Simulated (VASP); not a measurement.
Write the native input for VASP 6.6.1 that does the following.

| Property | Result |
| --- | --- |
| Task | single point |
| Functional | PBE |
| Potentials or basis | VASP PAW PBE potentials, release 64 (Cr_pv, Tl_d) |
| Cutoff | 520 eV |
| k mesh | 4 × 4 × 4 |
| Occupations | gaussian, width 0.1 eV |
| Spin | collinear spin, ferromagnetic start |
| Starting moments | [3.0, 0.0, 0.0, 0.0] μB |
| Dipole correction | no |
| Further INCAR settings | ALGO = Normal; EDIFF = 1e-06; NBANDS = 38 |

The structure of Tl3Cr lies in POSCAR:

```
Tl3Cr
1.0
    4.5907311106      0.0000000000      0.0000000000
    0.0000000000      4.5907311106      0.0000000000
    0.0000000000      0.0000000000      4.5907311106
Cr Tl
1 3
Direct
    0.0000000000      0.0000000000      0.0000000000
    0.0000000000      0.5000000000      0.5000000000
    0.5000000000      0.0000000000      0.5000000000
    0.5000000000      0.5000000000      0.0000000000
```

The input as run:

INCAR

```
SYSTEM = Tl3Cr
PREC = Accurate
ENCUT = 520
EDIFF = 1E-6
ISMEAR = 0
SIGMA = 0.1
LREAL = .False.
LASPH = .True.
NELM = 150
ALGO = Normal
ISIF = 2
LWAVE = .False.
LCHARG = .True.
ISPIN = 2
MAGMOM = 3 0 0 0
LORBIT = 11
LMAXMIX = 4
GGA = PE
LELF = .True.
LVHAR = .True.
NBANDS = 38
```

KPOINTS

```
Automatic mesh
0
Gamma
  4 4 4
  0 0 0
```

Potentials or basis: VASP PAW PBE potentials, release 64 (Cr_pv, Tl_d).

The run is started by

```console
$ cat potpaw_PBE.64/Cr_pv/POTCAR potpaw_PBE.64/Tl_d/POTCAR > POTCAR
$ mpirun -np 1 vasp_std > vasp.out
```

It gave:

```json
{
  "Pressure": "3.3 GPa",
  "Net moment": "4.20 μB per cell",
  "Site moments": "Cr +3.92; Tl -0.02 μB",
  "Valence electrons inside the program's atomic spheres": "Cr 10.46; Tl 11.27"
}
```

It took 88 s on 1 thread of AMD EPYC 7R43 64-Core Processor (Zen 3), with other jobs on the host, peak memory 0.23 GiB.
